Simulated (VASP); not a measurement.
# Sb2W (CdI2 type) (P-3m1) in VASP: notebook

Sb2W (CdI2 type) is run at these levels: PBE; tasks: single point, relaxation of cell and atoms.

Program: VASP 6.6.1. These are calculated values, not measurements. Logs are shortened: lines on timing, memory, paths and dates and some standing lists are left out, and cuts for length are marked.

## (1) The cell of the first run

The structure is trigonal, space group P-3m1 (No. 164). Conventional cell: a = 3.469 Å, b = 3.469 Å, c = 6.689 Å, α = 90.00°, β = 90.00°, γ = 120.00°. W (site symmetry -3m) has 6 Sb at 2.77 Å and 6 W at 3.47 Å within 3.6 Å. Sb (site symmetry 3m) has 3 W at 2.77 Å and 9 Sb at 3.47 to 3.50 Å within 3.6 Å.

## (2) Single point, PBE

Input file INCAR:

```
SYSTEM = Sb2W
PREC     = Accurate       ! precision mode
ENCUT    = 520            ! plane-wave cutoff, eV
EDIFF    = 1E-7           ! SCF threshold, eV
ISMEAR   = -1             ! smearing method
SIGMA    = 0.05           ! smearing width, eV
LREAL    = .False.        ! projectors in reciprocal space
LASPH    = .True.         ! aspherical terms in the spheres
NELM     = 100            ! most SCF steps
ALGO     = Normal         ! electronic algorithm
ISIF     = 2              ! what is computed and relaxed
LWAVE    = .False.        ! write WAVECAR
LCHARG   = .False.        ! write CHGCAR
GGA      = PE             ! functional
NBANDS   = 19             ! bands
```

Input file KPOINTS:

```
regular mesh
0
Gamma
  12 12 7
  0 0 0
```

Input file POSCAR:

```
Sb2W
1.0
    3.4686796119      0.0000000000      0.0000000000
   -1.7343398059      3.0039646615      0.0000000000
    0.0000000000      0.0000000000      6.6885888119
W Sb
1 2
Direct
    0.0000000000      0.0000000000      0.0000000000
    0.3333333333      0.6666666667      0.2856113388
    0.6666666667      0.3333333333      0.7143886612
```

Potentials or basis: VASP PAW PBE potentials, release 64 (W_sv, Sb).

Command:

```console
$ cat potpaw_PBE.64/W_sv/POTCAR potpaw_PBE.64/Sb/POTCAR > POTCAR
$ mpirun -np 1 vasp_std > vasp.out
```

OUTCAR:

```text
SYSTEM = Sb2W
   PREC = Accurate
   ENCUT = 520
   EDIFF = 1E-7
   ISMEAR = -1
   LREAL = .False.
   LASPH = .True.
   NELM = 100
   ISIF = 2
   GGA = PE

 ion  position               nearest neighbor table
   1  0.000  0.000  0.000-   2 2.77   3 2.77   2 2.77   3 2.77   3 2.77   2 2.77
   2  0.333  0.667  0.286-   1 2.77   1 2.77   1 2.77   3 3.50   3 3.50   3 3.50
   3  0.667  0.333  0.714-   1 2.77   1 2.77   1 2.77   2 3.50   2 3.50   2 3.50

  LATTYP: Found a hexagonal cell.
 ALAT       =     3.4686796119
 C/A-ratio  =     1.9282809484

  Lattice vectors:

 A1 = (   3.4686796119,   0.0000000000,   0.0000000000)
 A2 = (  -1.7343398059,   3.0039646615,   0.0000000000)
 A3 = (   0.0000000000,   0.0000000000,   6.6885888119)

Analysis of symmetry for initial positions (statically):
=====================================================================
 Subroutine PRICEL returns:
 Original cell was already a primitive cell.

 Routine SETGRP: Setting up the symmetry group for a
 hexagonal supercell.

 Subroutine GETGRP returns: Found 12 space group operations
 (whereof 12 operations were pure point group operations)
 out of a pool of 24 trial point group operations.

The static configuration has the point symmetry D_3d.

Analysis of symmetry for dynamics (positions and initial velocities):
=====================================================================
 Subroutine PRICEL returns:
 Original cell was already a primitive cell.

 Routine SETGRP: Setting up the symmetry group for a
 hexagonal supercell.

 Subroutine GETGRP returns: Found 12 space group operations
 (whereof 12 operations were pure point group operations)
 out of a pool of 24 trial point group operations.

The dynamic configuration has the point symmetry D_3d.

 Subroutine INISYM returns: Found 12 space group operations
 (whereof 12 operations are pure point group operations),
 and found     1 'primitive' translations

----------------------------------------------------------------------------------------

                                     Primitive cell

  volume of cell :      69.6937

  direct lattice vectors                    reciprocal lattice vectors
     3.468679612  0.000000000  0.000000000     0.288294138  0.166446698  0.000000000
    -1.734339806  3.003964661  0.000000000     0.000000000  0.332893397  0.000000000
     0.000000000  0.000000000  6.688588812     0.000000000  0.000000000  0.149508368

  length of vectors
     3.468679612  3.468679612  6.688588812     0.332893397  0.332893397  0.149508368

  position of ions in fractional coordinates (direct lattice)
     0.000000000  0.000000000  0.000000000
     0.333333333  0.666666667  0.285611339
     0.666666667  0.333333333  0.714388661

  ion indices of the primitive-cell ions
   primitive index   ion index
                 1           1
                 2           2
                 3           3

----------------------------------------------------------------------------------------

 KPOINTS: regular mesh

Automatic generation of k-mesh.
 Grid dimensions read from file:
 generate k-points for:   12   12    7

 Generating k-lattice:

  Cartesian coordinates                     Fractional coordinates (reciprocal lattice)
     0.024024512  0.013870558  0.000000000     0.083333333  0.000000000  0.000000000
     0.000000000  0.027741116  0.000000000     0.000000000  0.083333333  0.000000000
     0.000000000  0.000000000  0.021358338     0.000000000  0.000000000  0.142857143

  Length of vectors
     0.027741116  0.027741116  0.021358338

  Shift w.r.t. Gamma in fractional coordinates (k-lattice)
     0.000000000  0.000000000  0.000000000

 Subroutine IBZKPT returns following result:
 ===========================================

 Found    112 irreducible k-points:

 Following reciprocal coordinates:
            Coordinates               Weight
  0.000000  0.000000  0.000000      1.000000
  0.083333  0.000000  0.000000      6.000000
  0.166667  0.000000  0.000000      6.000000
  0.250000  0.000000  0.000000      6.000000
  0.333333  0.000000  0.000000      6.000000
  0.416667  0.000000  0.000000      6.000000
[... 16 lines left out ...]
  0.166667  0.000000  0.142857      6.000000
  0.000000  0.166667  0.142857      6.000000
 [... further k-points ...]
   k-points           NKPTS =    112   k-points in BZ     NKDIM =    112   number of bands    NBANDS=     19
   number of dos      NEDOS =    301   number of ions     NIONS =      3
   total plane-waves  NPLWV =  39200
   dimension x,y,z NGX =    28 NGY =   28 NGZ =   50
   dimension x,y,z NGXF=    56 NGYF=   56 NGZF=  100
   ions per type =               1   2
   NGX,Y,Z   is equivalent  to a cutoff of  13.42, 13.42, 12.43 a.u.
   NGXF,Y,Z  is equivalent  to a cutoff of  26.84, 26.84, 24.86 a.u.
 SYSTEM =  Sb2W
   PREC   = accura    normal or accurate (medium, high low for compatibility)
   ISTART =      0    job   : 0-new  1-cont  2-samecut
   ICHARG =      2    charge: 1-file 2-atom 10-const
   ISPIN  =      1    spin polarized calculation?
   LNONCOLLINEAR =      F non collinear calculations
   LSORBIT =      F    spin-orbit coupling
   LASPH  =      T    aspherical Exc in radial PAW
   ENCUT  =  520.0 eV  38.22 Ry    6.18 a.u.   6.45  6.45 12.44*2*pi/ulx,y,z
   NELM   =    100;   NELMIN=  2; NELMDL= -5     # of ELM steps
   EDIFF  = 0.1E-06   stopping-criterion for ELM
   LREAL  =      F    real-space projection
   EDIFFG = 0.1E-05   stopping-criterion for IOM
   NSW    =      0    number of steps for IOM
   IBRION =     -1    ionic relax: 0-MD 1-quasi-New 2-CG
   NFREE  =      0    steps in history (QN), initial steepest desc. (CG)
   ISIF   =      2    stress and relaxation
   ISYM   =      2    0-nonsym 1-usesym 2-fastsym
   POTIM  = 0.5000    time-step for ionic-motion
   TEBEG  =    0.0;   TEEND  =   0.0 temperature during run
   PSTRESS=    0.0 pullay stress
   NELECT =      24.0000    total number of electrons
   NUPDOWN=      -1.0000    fix difference up-down
   EMIN   =  10.00;   EMAX   =-10.00  energy-range for DOS
   EFERMI =   0.00;   METHOD = LEGACY
   ISMEAR =    -1;   SIGMA  =   0.05  broadening in eV -4-tet -1-fermi 0-gaus
   EFERMI_NEDOS =   21; number of points for ismear=-14 and -15
   IALGO  =     38    algorithm
   IMIX   =      4    mixing-type and parameters
     AMIX     =   0.40;   BMIX     =  1.00
     AMIX_MAG =   1.60;   BMIX_MAG =  1.00
  volume/ion in A,a.u.               =      23.23       156.77
  Fermi-wavevector in a.u.,A,eV,Ry     =   1.147486  2.168434 17.915120  1.316724
  Thomas-Fermi vector in A             =   2.284166
   LORBIT       =      0    0 simple, 1 ext, 2 COOP (PROOUT), +10 PAW based schemes
   GGA     = PE    functional components
   LHFCALC =     F    Hartree Fock is set to
   AEXX    =    0.0000 exact exchange contribution
   IVDW    =     0    specifies the selected vdW correction
   LEPSILON=     F    determine dielectric tensor
   LRPA    =     F    only Hartree local field effects (RPA)
 non-spin polarized calculation
  energy-cutoff  :      520.00
  volume of cell :       69.69
 maximum number of plane-waves:      1903
 NGX is ok and might be reduce to    28
   NGX = 13   NGY = 13   NGZ = 25

 number of electron      24.0000000 magnetization

 Free energy of the ion-electron system (eV)
  ---------------------------------------------------
  ext. energy  EPLUGINS =         0.00000000
  ---------------------------------------------------
  free energy    TOTEN  =       -20.11007911 eV

  energy without entropy =      -20.09868362  energy(sigma->0) =      -20.10438136

 E-fermi :   8.9052     XC(G=0): -10.9595

 val. band max:        8.8691595384   @ k =  -0.0833   0.3333   0.2857
 cond. band min:       8.9185579610   @ k =   0.2500   0.0833   0.0000
 fundamental gap:      0.0493984225
 Fermi energy:         8.9051871849

 k-point     1 :       0.0000    0.0000    0.0000
  band No.  band energies     occupation
      1     -65.1158      2.00000
      2     -29.3152      2.00000
      3     -29.3152      2.00000
      4     -29.2788      2.00000
      5      -3.4218      2.00000
      6      -1.1158      2.00000
[... 11 lines left out ...]
     18      15.8863      0.00000
     19      15.9303      0.00000

 k-point     2 :       0.0833    0.0000    0.0000
  band No.  band energies     occupation
      1     -65.1156      2.00000
      2     -29.3235      2.00000
      3     -29.3172      2.00000
      4     -29.2772      2.00000
      5      -3.3002      2.00000
      6      -1.0444      2.00000
[... 11 lines left out ...]
     18      16.0424      0.00000
     19      16.5462      0.00000

 k-point     3 :       0.1667    0.0000    0.0000
  band No.  band energies     occupation
      1     -65.1147      2.00000
      2     -29.3462      2.00000
      3     -29.3227      2.00000
      4     -29.2729      2.00000
      5      -2.9404      2.00000
      6      -0.8368      2.00000
[... 11 lines left out ...]
     18      15.5984      0.00000
     19      16.7835      0.00000

 k-point     4 :       0.2500    0.0000    0.0000
  band No.  band energies     occupation
      1     -65.1136      2.00000
      2     -29.3770      2.00000
      3     -29.3302      2.00000
      4     -29.2670      2.00000
      5      -2.3587      2.00000
      6      -0.5174      2.00000
[... 11 lines left out ...]
     18      14.8639      0.00000
     19      15.9263      0.00000

 k-point     5 :       0.3333    0.0000    0.0000
  band No.  band energies     occupation
      1     -65.1124      2.00000
      2     -29.4075      2.00000
      3     -29.3376      2.00000
      4     -29.2610      2.00000
      5      -1.5917      2.00000
      6      -0.1483      2.00000
[... 11 lines left out ...]
     18      15.0249      0.00000
     19      15.3297      0.00000
[... 334 lines left out ...]
      2     -29.3235      2.00000
      3     -29.3172      2.00000
      4     -29.2772      2.00000
      5      -3.2290      2.00000
      6      -1.2557      2.00000
[... 11 lines left out ...]
     18      16.2094      0.00000
     19      16.8309      0.00000

 k-point    22 :       0.0000    0.0833    0.1429
  band No.  band energies     occupation
      1     -65.1156      2.00000
      2     -29.3235      2.00000
      3     -29.3172      2.00000
      4     -29.2772      2.00000
      5      -3.2298      2.00000
      6      -1.2528      2.00000
[... 11 lines left out ...]
     18      16.1955      0.00000
     19      16.5257      0.00000

 k-point    23 :       0.1667    0.0000    0.1429
  band No.  band energies     occupation
      1     -65.1147      2.00000
      2     -29.3462      2.00000
      3     -29.3227      2.00000
      4     -29.2729      2.00000
      5      -2.8687      2.00000
      6      -1.0334      2.00000
[... 11 lines left out ...]
     18      16.1086      0.00000
     19      16.9216      0.00000

 k-point    24 :       0.0000    0.1667    0.1429
  band No.  band energies     occupation
      1     -65.1147      2.00000
      2     -29.3462      2.00000
      3     -29.3227      2.00000
      4     -29.2729      2.00000
      5      -2.8759      2.00000
      6      -1.0099      2.00000
[... 11 lines left out ...]
     18      15.2690      0.00000
     19      16.3472      0.00000

 [... further k-points ...]
[... 5 lines left out ...]
  --------------------------------------------------------------------------------------
  -------------------------------------------------------------------------------------
  Total       -0.0292197     -0.0292197     -0.0348377     -0.0000000     -0.0000000     -0.0000000
  in kB       -0.6717259     -0.6717259     -0.8008777     -0.0000000     -0.0000000     -0.0000000
  external PRESSURE =      -0.7147765 kB  Pullay stress =       0.0000000 kB

 VOLUME and BASIS-vectors are now :
 -----------------------------------------------------------------------------
  energy-cutoff  :      520.00
  volume of cell :       69.69
      direct lattice vectors                 reciprocal lattice vectors
     3.468679612  0.000000000  0.000000000     0.288294138  0.166446698  0.000000000
    -1.734339806  3.003964661  0.000000000     0.000000000  0.332893397  0.000000000
     0.000000000  0.000000000  6.688588812     0.000000000  0.000000000  0.149508368

 POSITION                                       TOTAL-FORCE (eV/Angst)
 -----------------------------------------------------------------------------------
      0.00000      0.00000      0.00000         0.000000      0.000000      0.000000
     -0.00000      2.00264      1.91034        -0.000000     -0.000000      0.014037
      1.73434      1.00132      4.77825         0.000000      0.000000     -0.014037
 -----------------------------------------------------------------------------------
    total drift:                                0.000000      0.000000      0.000000

  FREE ENERGIE OF THE ION-ELECTRON SYSTEM (eV)
  ---------------------------------------------------
  free  energy   TOTEN  =       -20.1100791062 eV

  energy  without entropy=      -20.0986836198  energy(sigma->0) =      -20.10438136
```

Run time: 2.7 min. Hardware: 1 thread of Intel Xeon Platinum 8259CL at 2.50GHz (Skylake/Cascade Lake), shared host; peak memory 0.28 GiB.

Results:

```
Free energy            : -20.1101 eV
Pressure               : -0.1 GPa
Largest force          : 0.014 eV/Å
Band gap on the k mesh : zero (band 12 reaches 8.96 eV, above the bottom of band 13 at 8.67 eV)
```

Forces on the atoms (eV/Å):
```
W    0.000  0.000  0.000
Sb   0.000  0.000  0.014
Sb   0.000  0.000 -0.014
```

Caveat: spin-orbit coupling is left out, which moves the levels of the heavy elements.

## (3) Relaxation of cell and atoms, PBE

This run uses another cell than the first one, of 29.86 Å³/atom, 1.285 times its volume.

Input file INCAR:

```
PREC     = Accurate       # precision mode
ENCUT    = 600            # plane-wave cutoff, eV
EDIFF    = 1E-6           # SCF threshold, eV
ISMEAR   = -1             # smearing method
SIGMA    = 0.05           # smearing width, eV
LREAL    = False          # projectors in reciprocal space
LASPH    = True           # aspherical terms in the spheres
NELM     = 100            # most SCF steps
ALGO     = Normal         # electronic algorithm
ISIF     = 3              # what is computed and relaxed
LWAVE    = False          # write WAVECAR
LCHARG   = False          # write CHGCAR
GGA      = PE             # functional
IBRION   = 2              # ionic algorithm
NSW      = 100            # ionic steps
EDIFFG   = -0.005         # ionic threshold
```

Input file KPOINTS:

```
Automatic mesh
0
Gamma
  12 12 7
```

Input file POSCAR:

```
Sb2W
1.0
    4.0134316650      0.0000000000      0.0000000000
   -2.0067158325      3.4757337783      0.0000000000
    0.0000000000      0.0000000000      6.4214906640
W Sb
1 2
Direct
    0.0000000000      0.0000000000      0.0000000000
    0.3333333333      0.6666666667      0.2500000000
    0.6666666667      0.3333333333      0.7500000000
```

Potentials or basis: VASP PAW PBE potentials, release 64 (W_sv, Sb).

Command:

```console
$ cat potpaw_PBE.64/W_sv/POTCAR potpaw_PBE.64/Sb/POTCAR > POTCAR
$ mpirun -np 1 vasp_std > vasp.out
```

It took 34 min on 1 thread of Intel Xeon Platinum 8259CL at 2.50GHz (Skylake/Cascade Lake), shared host; peak memory 0.4 GiB.

The run converged. Its results:

| Property | Result |
| --- | --- |
| Free energy | -20.1110 eV |
| Relaxed volume | 23.17 Å³/atom |
| Relaxed cell | a = 3.469 Å, b = 3.469 Å, c = 6.668 Å, α = 90.00°, β = 90.00°, γ = 120.00° |
| Space group after relaxing (to 0.05 Å) | P-3m1 (No. 164) |
| Energy gained by relaxing | 357.4 meV/atom |
| Ionic steps | 22 |
| Pressure after relaxing | 0.0 GPa |
| Band gap on the k mesh | zero (band 12 reaches 9.02 eV, above the bottom of band 13 at 8.70 eV) |

Step by step:
```tsv
step	energy change (eV)	largest force (eV/Å)	pressure (GPa)	volume (Å³)
1	0.0000	0.1228	-7.18	89.58
2	-0.2384	2.9702	9.44	73.23
3	-0.3434	1.8571	2.04	78.41
4	-0.8311	1.4941	2.85	73.27
5	-1.0056	0.8831	4.80	69.16
6	-1.0040	0.7243	5.48	68.24
7	-0.8582	1.1350	-8.12	76.42
8	-1.0590	0.0155	-0.05	70.89
9	-1.0591	0.0031	0.08	70.81
10	-1.0590	0.0161	0.17	70.76
11	-1.0622	0.0614	0.04	70.88
12	-1.0642	0.1336	-0.13	71.05
13	-1.0664	0.1042	-0.23	70.87
14	-1.0707	0.0136	-0.50	70.32
15	-1.0658	0.1996	-0.84	69.18
16	-1.0713	0.0121	-0.54	70.09
17	-1.0717	0.0703	0.49	69.24
18	-1.0721	0.0363	0.05	69.59
19	-1.0722	0.0143	0.04	69.52
20	-1.0722	0.0036	0.04	69.48
21	-1.0722	0.0040	-0.04	69.54
22	-1.0722	0.0001	0.00	69.51
```

Final structure:
```cif
data_structure
_symmetry_space_group_name_H-M 'P 1'
_symmetry_Int_Tables_number 1
_cell_length_a 3.4694
_cell_length_b 3.4694
_cell_length_c 6.6679
_cell_angle_alpha 90.000
_cell_angle_beta 90.000
_cell_angle_gamma 120.000
_cell_volume 69.51
loop_
_atom_site_label
_atom_site_type_symbol
_atom_site_fract_x
_atom_site_fract_y
_atom_site_fract_z
_atom_site_occupancy
W1 W 0.00000 0.00000 0.00000 1
Sb1 Sb 0.33333 0.66667 0.28636 1
Sb2 Sb 0.66667 0.33333 0.71364 1
```

Levels at points of the mesh, in eV from the Fermi level:
| k point | band 10 | band 11 | band 12 | band 13 | band 14 | band 15 |
| --- | --- | --- | --- | --- | --- | --- |
| (0.00, 0.00, 0.00) | -1.28 | 0.02 | 0.02 | 1.45 | 3.94 | 3.94 |
| (0.50, 0.00, 0.00) | -2.30 | -1.66 | -0.65 | 0.49 | 1.74 | 1.75 |

Caveat: the volume moved by over 15 % at a fixed basis, so the end points are rough; spin-orbit coupling is left out, which moves the levels of the heavy elements.
